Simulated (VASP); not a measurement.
## Fe: single point with PBE

Crystal: Fe.

```xyz
3
Lattice="3.5675 0.0000 0.0000 -1.7838 3.0895 0.0000 0.0000 0.0000 2.2125" Properties=species:S:1:pos:R:3 pbc="T T T"
Fe    0.0000    0.0000    0.0000
Fe    0.0000    2.0597    1.1062
Fe    1.7838    1.0298    1.1062
```

This cell differs from its parent crystal: volume scaled by 0.68.

```json
{
 "Program": "VASP 6.6.1",
 "Task": "single point",
 "Functional": "PBE",
 "Potentials or basis": "VASP PAW PBE potentials, release 64 (Fe)",
 "Cutoff": "520 eV",
 "k mesh": "9 × 9 × 12",
 "Occupations": "fermi-dirac, width 0.08 eV",
 "Spin": "collinear spin, ferromagnetic start",
 "Starting moments": "[2.5, 2.5, 2.5] μB"
}
```

- Pressure: 117.6 GPa
- Band gap on the k mesh: zero (filled and empty bands overlap)
- Net moment: 0.00 μB per cell

Stress tensor (GPa, compression positive):
```
117.33   0.00   0.00
  0.00 117.33   0.00
  0.00   0.00 118.20
```

Levels at points of the mesh, in eV from the Fermi level:
Spin up:
```
           k point  band 9  band 10  band 11  band 12  band 13  band 14  band 15  band 16
(0.00, 0.00, 0.00)   -1.95    -1.95    -1.18    -1.18    -1.09    -1.09     1.36     1.36
(0.00, 0.00, 0.50)   -1.99    -1.99     0.54     0.54     1.05     1.05     2.04     3.15
```
Spin down:
```
           k point  band 9  band 10  band 11  band 12  band 13  band 14  band 15  band 16
(0.00, 0.00, 0.00)   -1.95    -1.95    -1.18    -1.18    -1.09    -1.09     1.36     1.36
(0.00, 0.00, 0.50)   -1.99    -1.99     0.54     0.54     1.05     1.05     2.04     3.15
```

Run time: 82 s on 1 thread of Intel(R) Xeon(R) Platinum 8488C (Sapphire Rapids), with other jobs on the host, peak memory 0.19 GiB.

Caveat: the starting moments collapsed, and a magnetic state may lie lower.
